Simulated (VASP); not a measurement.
# Ge (P4/mmm) in VASP: single point with PBE

Aim: the single point of Ge with PBE.

All numbers are computed with VASP 6.6.1; they aren't measurements. Logs are shortened: lines on timing, memory, paths and dates and some standing lists are left out, and cuts for length are marked.

### Step 1. The cell of the first run

It takes space group P4/mmm (No. 123, tetragonal). The conventional cell has a = 7.275 Å, b = 7.275 Å, c = 5.615 Å, α = 90.00°, β = 90.00°, γ = 90.00°. Ge (site symmetry 2mm) has 3 Ge at 2.33 to 2.46 Å within 3.1 Å. Within 3.3 Å of Ge (site symmetry m2m) lie 4 Ge at 2.46 to 2.55 Å.

The cell was built from a structure type or drawn by symmetry, and may not be a known phase.

### Step 2. Single point, PBE

File INCAR:

```
ALGO = Fast
EDIFF = 1E-6
ENCUT = 520
GGA = PE
ISIF = 2
ISMEAR = 0
LASPH = True
LCHARG = False
LREAL = False
LWAVE = False
NBANDS = 66
NELM = 60
PREC = Accurate
SIGMA = 0.1
```

File KPOINTS:

```
k-points
0
Gamma
  6 6 8
```

File POSCAR:

```
Ge
1.0
    7.2750608556      0.0000000000      0.0000000000
    0.0000000000      7.2750608556      0.0000000000
    0.0000000000      0.0000000000      5.6146009982
Ge
8
Direct
    0.5000000000      0.0000000000      0.7927484246
    0.0000000000      0.5000000000      0.7927484246
    0.2476711515      0.0000000000      0.5000000000
    0.7523288485      0.0000000000      0.5000000000
    0.0000000000      0.2476711515      0.5000000000
    0.0000000000      0.7523288485      0.5000000000
    0.5000000000      0.0000000000      0.2072515754
    0.0000000000      0.5000000000      0.2072515754
```

Potentials or basis: VASP PAW PBE potentials, release 64 (Ge_d).

Started as:

```
cat potpaw_PBE.64/Ge_d/POTCAR > POTCAR
mpirun -np 1 vasp_std > vasp.out
```

OUTCAR:

```text
EDIFF = 1E-6
   ENCUT = 520
   GGA = PE
   ISIF = 2
   ISMEAR = 0
   LASPH = True
   LREAL = False
   NELM = 60
   PREC = Accurate

 ion  position               nearest neighbor table
   1  0.500  0.000  0.793-   7 2.33   4 2.46   3 2.46
   2  0.000  0.500  0.793-   8 2.33   6 2.46   5 2.46
   3  0.248  0.000  0.500-   1 2.46   7 2.46   6 2.55   5 2.55
   4  0.752  0.000  0.500-   1 2.46   7 2.46   6 2.55   5 2.55
   5  0.000  0.248  0.500-   2 2.46   8 2.46   4 2.55   3 2.55
   6  0.000  0.752  0.500-   2 2.46   8 2.46   4 2.55   3 2.55
   7  0.500  0.000  0.207-   1 2.33   3 2.46   4 2.46
   8  0.000  0.500  0.207-   2 2.33   5 2.46   6 2.46

  LATTYP: Found a simple tetragonal cell.
 ALAT       =     7.2750608556
 C/A-ratio  =     0.7717600044

  Lattice vectors:

 A1 = (   7.2750608556,   0.0000000000,   0.0000000000)
 A2 = (   0.0000000000,   7.2750608556,   0.0000000000)
 A3 = (   0.0000000000,   0.0000000000,   5.6146009982)

Analysis of symmetry for initial positions (statically):
=====================================================================
 Subroutine PRICEL returns:
 Original cell was already a primitive cell.

 Routine SETGRP: Setting up the symmetry group for a
 simple tetragonal supercell.

 Subroutine GETGRP returns: Found 16 space group operations
 (whereof 16 operations were pure point group operations)
 out of a pool of 16 trial point group operations.

The static configuration has the point symmetry D_4h.

Analysis of symmetry for dynamics (positions and initial velocities):
=====================================================================
 Subroutine PRICEL returns:
 Original cell was already a primitive cell.

 Routine SETGRP: Setting up the symmetry group for a
 simple tetragonal supercell.

 Subroutine GETGRP returns: Found 16 space group operations
 (whereof 16 operations were pure point group operations)
 out of a pool of 16 trial point group operations.

The dynamic configuration has the point symmetry D_4h.

 Subroutine INISYM returns: Found 16 space group operations
 (whereof 16 operations are pure point group operations),
 and found     1 'primitive' translations

----------------------------------------------------------------------------------------

                                     Primitive cell

  volume of cell :     297.1612

  direct lattice vectors                    reciprocal lattice vectors
     7.275060856  0.000000000  0.000000000     0.137455895  0.000000000  0.000000000
     0.000000000  7.275060856  0.000000000     0.000000000  0.137455895  0.000000000
     0.000000000  0.000000000  5.614600998     0.000000000  0.000000000  0.178107046

  length of vectors
     7.275060856  7.275060856  5.614600998     0.137455895  0.137455895  0.178107046

  position of ions in fractional coordinates (direct lattice)
     0.500000000  0.000000000  0.792748425
     0.000000000  0.500000000  0.792748425
     0.247671152  0.000000000  0.500000000
     0.752328848  0.000000000  0.500000000
     0.000000000  0.247671152  0.500000000
     0.000000000  0.752328848  0.500000000
     0.500000000  0.000000000  0.207251575
     0.000000000  0.500000000  0.207251575

  ion indices of the primitive-cell ions
   primitive index   ion index
                 1           1
                 2           2
                 3           3
                 4           4
                 5           5
                 6           6
                 7           7
                 8           8

----------------------------------------------------------------------------------------

 KPOINTS: k-points

Automatic generation of k-mesh.
 Grid dimensions read from file:
 generate k-points for:    6    6    8

 Generating k-lattice:

  Cartesian coordinates                     Fractional coordinates (reciprocal lattice)
     0.022909316  0.000000000  0.000000000     0.166666667  0.000000000  0.000000000
     0.000000000  0.022909316  0.000000000     0.000000000  0.166666667  0.000000000
     0.000000000  0.000000000  0.022263381     0.000000000  0.000000000  0.125000000

  Length of vectors
     0.022909316  0.022909316  0.022263381

  Shift w.r.t. Gamma in fractional coordinates (k-lattice)
     0.000000000  0.000000000  0.000000000

 Subroutine IBZKPT returns following result:
 ===========================================

 Found     50 irreducible k-points:

 Following reciprocal coordinates:
            Coordinates               Weight
  0.000000  0.000000  0.000000      1.000000
  0.166667  0.000000  0.000000      4.000000
  0.333333  0.000000  0.000000      4.000000
  0.500000  0.000000  0.000000      2.000000
  0.166667  0.166667  0.000000      4.000000
  0.333333  0.166667  0.000000      8.000000
[... 16 lines left out ...]
  0.333333  0.000000  0.250000      8.000000
  0.500000  0.000000  0.250000      4.000000
 [... further k-points ...]
   k-points           NKPTS =     50   k-points in BZ     NKDIM =     50   number of bands    NBANDS=     66
   number of dos      NEDOS =    301   number of ions     NIONS =      8
   total plane-waves  NPLWV = 122472
   dimension x,y,z NGX =    54 NGY =   54 NGZ =   42
   dimension x,y,z NGXF=   108 NGYF=  108 NGZF=   84
   ions per type =               8
   NGX,Y,Z   is equivalent  to a cutoff of  12.34, 12.34, 12.44 a.u.
   NGXF,Y,Z  is equivalent  to a cutoff of  24.68, 24.68, 24.87 a.u.
 SYSTEM =  unknown system
   PREC   = accura    normal or accurate (medium, high low for compatibility)
   ISTART =      0    job   : 0-new  1-cont  2-samecut
   ICHARG =      2    charge: 1-file 2-atom 10-const
   ISPIN  =      1    spin polarized calculation?
   LNONCOLLINEAR =      F non collinear calculations
   LSORBIT =      F    spin-orbit coupling
   LASPH  =      T    aspherical Exc in radial PAW
   ENCUT  =  520.0 eV  38.22 Ry    6.18 a.u.  13.53 13.53 10.44*2*pi/ulx,y,z
   NELM   =     60;   NELMIN=  2; NELMDL= -5     # of ELM steps
   EDIFF  = 0.1E-05   stopping-criterion for ELM
   LREAL  =      F    real-space projection
   EDIFFG = 0.1E-04   stopping-criterion for IOM
   NSW    =      0    number of steps for IOM
   IBRION =     -1    ionic relax: 0-MD 1-quasi-New 2-CG
   NFREE  =      0    steps in history (QN), initial steepest desc. (CG)
   ISIF   =      2    stress and relaxation
   ISYM   =      2    0-nonsym 1-usesym 2-fastsym
   POTIM  = 0.5000    time-step for ionic-motion
   TEBEG  =    0.0;   TEEND  =   0.0 temperature during run
   PSTRESS=    0.0 pullay stress
   NELECT =     112.0000    total number of electrons
   NUPDOWN=      -1.0000    fix difference up-down
   EMIN   =  10.00;   EMAX   =-10.00  energy-range for DOS
   EFERMI =   0.00;   METHOD = LEGACY
   ISMEAR =     0;   SIGMA  =   0.10  broadening in eV -4-tet -1-fermi 0-gaus
   EFERMI_NEDOS =   21; number of points for ismear=-14 and -15
   IALGO  =     68    algorithm
   IMIX   =      4    mixing-type and parameters
     AMIX     =   0.40;   BMIX     =  1.00
     AMIX_MAG =   1.60;   BMIX_MAG =  1.00
  volume/ion in A,a.u.               =      37.15       250.67
  Fermi-wavevector in a.u.,A,eV,Ry     =   1.182543  2.234681 19.026482  1.398407
  Thomas-Fermi vector in A             =   2.318795
   LORBIT       =      0    0 simple, 1 ext, 2 COOP (PROOUT), +10 PAW based schemes
   GGA     = PE    functional components
   LHFCALC =     F    Hartree Fock is set to
   AEXX    =    0.0000 exact exchange contribution
   IVDW    =     0    specifies the selected vdW correction
   LEPSILON=     F    determine dielectric tensor
   LRPA    =     F    only Hartree local field effects (RPA)
 non-spin polarized calculation
 RMM-DIIS sequential band-by-band and
 Gauss-broadening in eV      SIGMA  =   0.10
  energy-cutoff  :      520.00
  volume of cell :      297.16
 maximum number of plane-waves:      8041
   NGX = 27   NGY = 27   NGZ = 21

 number of electron     111.9999877 magnetization

 Free energy of the ion-electron system (eV)
  ---------------------------------------------------
  ext. energy  EPLUGINS =         0.00000000
  ---------------------------------------------------
  free energy    TOTEN  =       -32.31514086 eV

  energy without entropy =      -32.30689377  energy(sigma->0) =      -32.31101731

 E-fermi :   1.0706     XC(G=0):  -7.2563

 val. band max:        1.0413048602   @ k =   0.5000   0.0000   0.0000
 cond. band min:       1.0882338926   @ k =   0.5000   0.3333   0.5000
 fundamental gap:      0.0469290324
 Fermi energy:         1.0705888340

 k-point     1 :       0.0000    0.0000    0.0000
  band No.  band energies     occupation
      1     -23.6412      2.00000
      2     -23.6101      2.00000
      3     -23.6069      2.00000
      4     -23.5898      2.00000
      5     -23.5898      2.00000
      6     -23.5747      2.00000
[... 58 lines left out ...]
     65       4.9974      0.00000
     66       5.5152      0.00000

 k-point     2 :       0.1667    0.0000    0.0000
  band No.  band energies     occupation
      1     -23.6396      2.00000
      2     -23.6125      2.00000
      3     -23.6079      2.00000
      4     -23.5940      2.00000
      5     -23.5899      2.00000
      6     -23.5685      2.00000
[... 58 lines left out ...]
     65       4.8633      0.00000
     66       5.7656      0.00000

 k-point     3 :       0.3333    0.0000    0.0000
  band No.  band energies     occupation
      1     -23.6349      2.00000
      2     -23.6186      2.00000
      3     -23.6098      2.00000
      4     -23.5991      2.00000
      5     -23.5900      2.00000
      6     -23.5688      2.00000
[... 1438 lines left out ...]
     65       5.3699      0.00000
     66       5.9010      0.00000

 k-point    24 :       0.5000    0.0000    0.2500
  band No.  band energies     occupation
      1     -23.6252      2.00000
      2     -23.6155      2.00000
      3     -23.6093      2.00000
      4     -23.6046      2.00000
      5     -23.6043      2.00000
      6     -23.5623      2.00000
[... 58 lines left out ...]
     65       5.5187      0.00000
     66       6.2963      0.00000

 [... further k-points ...]

------------------------ aborting loop because EDIFF is reached ----------------------------------------

  FORCE on cell =-STRESS in cart. coord.  units (eV):
  Direction    XX          YY          ZZ          XY          YZ          ZX
  --------------------------------------------------------------------------------------
  -------------------------------------------------------------------------------------
  Total       -0.0324820     -0.0324820     -0.0660254      0.0000000      0.0000000      0.0000000
  in kB       -0.1751305     -0.1751305     -0.3559829      0.0000000      0.0000000      0.0000000
  external PRESSURE =      -0.2354146 kB  Pullay stress =       0.0000000 kB

 VOLUME and BASIS-vectors are now :
 -----------------------------------------------------------------------------
  energy-cutoff  :      520.00
  volume of cell :      297.16
      direct lattice vectors                 reciprocal lattice vectors
     7.275060856  0.000000000  0.000000000     0.137455895  0.000000000  0.000000000
     0.000000000  7.275060856  0.000000000     0.000000000  0.137455895  0.000000000
     0.000000000  0.000000000  5.614600998     0.000000000  0.000000000  0.178107046

 POSITION                                       TOTAL-FORCE (eV/Angst)
 -----------------------------------------------------------------------------------
      3.63753      0.00000      4.45097         0.000000     -0.000000      0.008076
      0.00000      3.63753      4.45097         0.000000     -0.000000      0.008076
      1.80182      0.00000      2.80730        -0.009984     -0.000000      0.000000
      5.47324      0.00000      2.80730         0.009984     -0.000000      0.000000
      0.00000      1.80182      2.80730         0.000000     -0.009984      0.000000
      0.00000      5.47324      2.80730         0.000000      0.009984      0.000000
      3.63753      0.00000      1.16363         0.000000     -0.000000     -0.008076
      0.00000      3.63753      1.16363         0.000000     -0.000000     -0.008076
 -----------------------------------------------------------------------------------
    total drift:                                0.000000      0.000000      0.000000

  FREE ENERGIE OF THE ION-ELECTRON SYSTEM (eV)
  ---------------------------------------------------
  free  energy   TOTEN  =       -32.3151408632 eV

  energy  without entropy=      -32.3068937655  energy(sigma->0) =      -32.31101731
```

Wall time 16 min (1 thread of Oxide Virtual Turin-like, shared host); peak memory 0.74 GiB.

Results:

```yaml
Free_energy: -32.3151 eV
Pressure: 0.0 GPa
Largest_force: 0.010 eV/Å
Band_gap_on_the_k_mesh: zero (bands 56 and 57 overlap by 0.80 eV)
```

Forces in eV/Å, atoms in the order of the input:
```
Ge   0.000  0.000  0.008
Ge   0.000  0.000  0.008
Ge  -0.010  0.000  0.000
Ge   0.010  0.000  0.000
Ge   0.000 -0.010  0.000
Ge   0.000  0.010  0.000
Ge   0.000  0.000 -0.008
Ge   0.000  0.000 -0.008
```

Caveat: semilocal functionals underestimate gaps, so a narrow gap can read as zero.
